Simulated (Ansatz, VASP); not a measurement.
## Cu in VASP and in Ansatz

INCAR

```
SYSTEM = Cu
PREC = Accurate ; ENCUT = 520
EDIFF = 1E-6 ; ISMEAR = 0
SIGMA = 0.15 ; LREAL = .False.
LASPH = .True. ; NELM = 80
ALGO = Fast ; ISIF = 2
LWAVE = .False. ; LCHARG = .False.
GGA = PS ; NBANDS = 18
```

KPOINTS

```
Automatic mesh
0
Gamma
  24 24 12
  0 0 0
```

File POSCAR:

```
Cu
1.0
    2.5340966698      0.0000000000      0.0000000000
   -1.2670483349      2.1945920917      0.0000000000
    0.0000000000      0.0000000000      4.3181995500
Cu
2
Direct
    0.3333333333      0.6666666667      0.2500000000
    0.6666666667      0.3333333333      0.7500000000
```

Input for Ansatz:

```yaml
crystal:
  lattice:
    - [2.5340966698, 0.0, 0.0]
    - [-1.2670483349, 2.1945920917, 0.0]
    - [0.0, 0.0, 4.31819955]
  atoms:
    - { symbol: Cu, position: [0.3333333333, 0.6666666667, 0.25] }
    - { symbol: Cu, position: [0.6666666667, 0.3333333333, 0.75] }
basis:
  ecutwfc: 420
kpoints:
  mp_grid: { grid: [24, 24, 12] }
hamiltonian:
  xc: pbesol
scf:
  occupations: { method: gaussian, width: 0.15 }
output:
  forces: true
  stress: true
  eigenvalues: true
```

Change from the starting cell: strain +0.000 along x and y, +0.050 along z, atoms carried along.

Alike in both runs: task single point; functional PBEsol; k mesh 24 × 24 × 12; occupations gaussian, width 0.15 eV; no spin polarisation.

|  | VASP | Ansatz |
| --- | --- | --- |
| version | VASP 6.6.1 | Ansatz 0.2.0 |
| potentials or method | VASP PAW PBE potentials, release 64 (Cu), cutoff 520 eV | scalar-relativistic, plane waves, PAW |
| valence electrons in the cell | 22 | 38 |

Ansatz gave:

```
gap on the k mesh at the Fermi level (eV)                     : none
pressure (GPa)                                                : -8.2
traceless stress, the component that is largest in VASP (GPa) : -4.06
```

Problem. What did VASP give for the same quantities?

Solution. gap on the k mesh at the Fermi level (eV): none; pressure (GPa): -7.7; traceless stress, the component that is largest in VASP (GPa): -4.10.

VASP's potentials were made for PBE, not for PBEsol. A gap of «none» marks a metal or a gap that the smearing closes. With one functional, cell and mesh, what is left measures potentials, basis and numerics. VASP's potentials hold 22 valence electrons a cell and Ansatz's 38, so a difference there can come from the potentials and not from the codes.
